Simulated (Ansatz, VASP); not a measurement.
**BaO in VASP and in Ansatz**

Contents of POSCAR:

```
BaO
1.0
    0.0000000000      2.7903528076      2.7903528076
    2.7903528076      0.0000000000      2.7903528076
    2.7903528076      2.7903528076      0.0000000000
Ba O
1 1
Direct
    0.5000000000      0.5000000000      0.5000000000
    0.0000000000      0.0000000000      0.0000000000
```

File INCAR.step1:

```
  PREC = Accurate
  ENCUT = 660
  ISMEAR = 0
  SIGMA = 0.05
  LREAL = False
  LASPH = True
  NELM = 120
  NBANDS = 15
  GGA = PE
  ALGO = Normal
  EDIFF = 1E-5
  LWAVE = True
  LCHARG = False
  GGA_COMPAT = False
```

Contents of INCAR.step2:

```
  PREC = Accurate
  ENCUT = 660
  EDIFF = 1E-6
  ISMEAR = 0
  SIGMA = 0.05
  LREAL = False
  LASPH = True
  NELM = 120
  ALGO = Normal
  ISIF = 2
  LWAVE = False
  LCHARG = True
  METAGGA = R2SCAN
  LMIXTAU = True
  LELF = True
  LVHAR = True
  NBANDS = 15
  ISTART = 1
  GGA_COMPAT = False
```

Contents of KPOINTS:

```
regular mesh
0
Gamma
  8 8 8
```

Input for Ansatz:

```yaml
crystal:
  lattice:
    - [0.0, 2.7903527767, 2.7903527767]
    - [2.7903527767, 0.0, 2.7903527767]
    - [2.7903527767, 2.7903527767, 0.0]
  atoms:
    - { symbol: Ba, position: [0.5, 0.5, 0.5] }
    - { symbol: O, position: [0.0, 0.0, 0.0] }
basis:
  ecutwfc: 500
  ecutrho_ratio: 4
kpoints:
  mp_grid: { grid: [8, 8, 8] }
hamiltonian:
  xc: r2scan
scf:
  occupations: { method: gaussian, width: 0.05 }
output:
  forces: true
  stress: true
  eigenvalues: true
```

Alike in both runs: task single point; functional r2SCAN; k mesh 8 × 8 × 8; occupations gaussian, width 0.05 eV; no spin polarisation.

|  | VASP | Ansatz |
| --- | --- | --- |
| version | VASP 6.6.1 | Ansatz 0.2.0 |
| potentials or method | VASP PAW PBE potentials, release 64 (Ba_sv, O), cutoff 660 eV | scalar-relativistic, plane waves, PAW |
| valence electrons in the cell | 16 | 16 |

```csv
,VASP,Ansatz,Ansatz less VASP
gap on the k mesh at the Fermi level (eV),2.38,2.44,+0.056
least direct gap on the mesh (eV),2.38,2.44,+0.056
pressure (GPa),0.0,-1.4,-1.45
```

VASP's potentials were made for PBE, not for r2SCAN. The functional is the same, so the differences come from potentials, cutoffs and numerics.

Neither program's run includes spin-orbit coupling.
